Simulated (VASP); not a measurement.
A run of VASP 6.6.1 is set up as follows.

Contents of INCAR:

```
ALGO = Normal ; EDIFF = 1E-8
ENCUT = 500 ; GGA = CA
GGA_COMPAT = False ; IBRION = 6
ISIF = 3 ; ISMEAR = -1
KPAR = 4 ; LASPH = True
LCHARG = False ; LREAL = False
LWAVE = False ; NBANDS = 21
NELM = 120 ; NFREE = 2
NSW = 1 ; POTIM = 0.015
PREC = Accurate ; SIGMA = 0.1
```

KPOINTS

```
k-points
0
Gamma
  20 20 12
```

The input POSCAR:

```
Ru
1.0
    2.6660821565      0.0000000000      0.0000000000
   -1.3330410782      2.3088948761      0.0000000000
    0.0000000000      0.0000000000      4.2089568548
Ru
2
Direct
    0.3333333333      0.6666666667      0.2500000000
    0.6666666667      0.3333333333      0.7500000000
```

Potentials or basis: VASP PAW LDA potentials, release 64 (Ru_pv).

Run with:

```sh
$ cat potpaw_LDA.64/Ru_pv/POTCAR > POTCAR
$ mpirun -np 4 vasp_std > vasp.out
```

Task: Estimate the Voigt bulk modulus.

Result: 386 GPa.

Task: Predict the highest phonon frequency at Γ.

Result: 282 cm⁻¹.

Elastic tensor in Voigt notation (GPa, in the Cartesian axes of the cell as first typed):
```
690 229 214   0   0   0
229 690 214   0   0   0
214 214 776   0   0   0
  0   0   0 222   0   0
  0   0   0   0 222   0
  0   0   0   0   0 230
```

Caveat: the cell is under stress, which shifts elastic constants.
